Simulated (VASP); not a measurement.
## BaTiO3: relaxation of cell and atoms with r2SCAN

BaTiO3:

```
Ba Ti O
1.0
     3.98611    0.00000    0.00000
     0.00000    3.98611    0.00000
     0.00000    0.00000    4.19804
Ba Ti O
1 1 3
Cartesian
  0.0000 0.0000 -0.0438
  1.9931 1.9931 1.9826
  1.9931 1.9931 0.1701
  1.9931 0.0000 2.1844
  0.0000 1.9931 2.1844
```

```json
{
 "Program": "VASP 6.6.1",
 "Task": "relaxation of cell and atoms",
 "Functional": "r2SCAN",
 "Potentials or basis": "VASP PAW PBE potentials, release 64 (Ba_sv, Ti_sv, O)",
 "Cutoff": "600 eV",
 "k mesh": "6 × 6 × 6",
 "Occupations": "fermi-dirac, width 0.02 eV",
 "Spin": "no spin polarisation",
 "Dipole correction": "no",
 "Further INCAR settings": "ALGO = Normal; EDIFF = 1e-06; IBRION = 2; EDIFFG = -0.005; NSW = 80; ISIF = 3"
}
```

```
Relaxed volume                        : 13.08 Å³/atom
Relaxed cell                          : a = 3.987 Å, b = 3.987 Å, c = 4.114 Å, α = 90.00°, β = 90.00°, γ = 90.00°
Space group after relaxing (to 0.1 Å) : P4mm (No. 99)
Energy gained by relaxing             : 2.1 meV/atom
Ionic steps                           : 14
Pressure after relaxing               : 0.0 GPa
Largest force after relaxing          : 0.004 eV/Å
Band gap on the k mesh                : 2.18 eV (least direct gap 2.66 eV)
```

Forces on the atoms (eV/Å):
```
Ba   0.000  0.000 -0.004
Ti   0.000  0.000  0.002
O    0.000  0.000 -0.002
O    0.000  0.000  0.002
O    0.000  0.000  0.002
```

The path:
| step | energy change (eV) | largest force (eV/Å) | pressure (GPa) | volume (Å³) |
| --- | --- | --- | --- | --- |
| 1 | 0.0000 | 0.1086 | -1.53 | 66.70 |
| 2 | -0.0023 | 0.2272 | 1.41 | 65.48 |
| 3 | -0.0041 | 0.1592 | 0.22 | 65.96 |
| 4 | -0.0059 | 0.0863 | 0.09 | 65.84 |
| 5 | -0.0062 | 0.0899 | 0.02 | 65.77 |
| 6 | -0.0077 | 0.0750 | 0.00 | 65.71 |
| 7 | -0.0101 | 0.0407 | -0.04 | 65.56 |
| 8 | -0.0076 | 0.1277 | 0.04 | 65.24 |
| 9 | -0.0105 | 0.0556 | -0.03 | 65.48 |
| 10 | -0.0105 | 0.0576 | -0.03 | 65.47 |
| 11 | -0.0106 | 0.0225 | -0.04 | 65.44 |
| 12 | -0.0107 | 0.0078 | -0.04 | 65.41 |
| 13 | -0.0107 | 0.0056 | -0.02 | 65.42 |
| 14 | -0.0107 | 0.0042 | 0.01 | 65.40 |

Final structure:
```
Ba Ti O
1.0
     3.98711    0.00000    0.00000
     0.00000    3.98711    0.00000
     0.00000    0.00000    4.11384
Ba Ti O
1 1 3
Direct
  0.00000 0.00000 0.99744
  0.50000 0.50000 0.47932
  0.50000 0.50000 0.03304
  0.50000 0.00000 0.51660
  0.00000 0.50000 0.51660
```

Levels at points of the mesh, in eV from the valence-band top:
```tsv
k point	band 18	band 19	band 20	band 21	band 22	band 23
(0.00, 0.00, 0.00)	-0.68	-0.48	-0.48	2.18	2.61	2.61
(0.50, 0.00, 0.00)	-1.71	-1.34	-1.17	2.71	3.85	3.92
(0.50, 0.50, 0.00)	-1.11	-1.11	-0.07	3.95	3.95	4.33
(0.00, 0.00, 0.50)	-1.99	-0.76	-0.76	2.31	3.84	3.84
(0.50, 0.00, 0.50)	-1.08	-1.03	-0.38	3.85	3.88	4.21
(0.50, 0.50, 0.50)	-0.31	-0.31	0.00	4.45	4.45	4.53
```

It took 56 min on 1 thread of Oxide Virtual Turin-like Processor, with other jobs on the host, peak memory 0.23 GiB.

Caveat: the PAW data sets were made with another functional, which shifts forces and pressure a little; spin-orbit coupling is left out, which moves the levels of the heavy elements. r2SCAN opens gaps a little over a GGA but as a rule still falls short of measured ones.
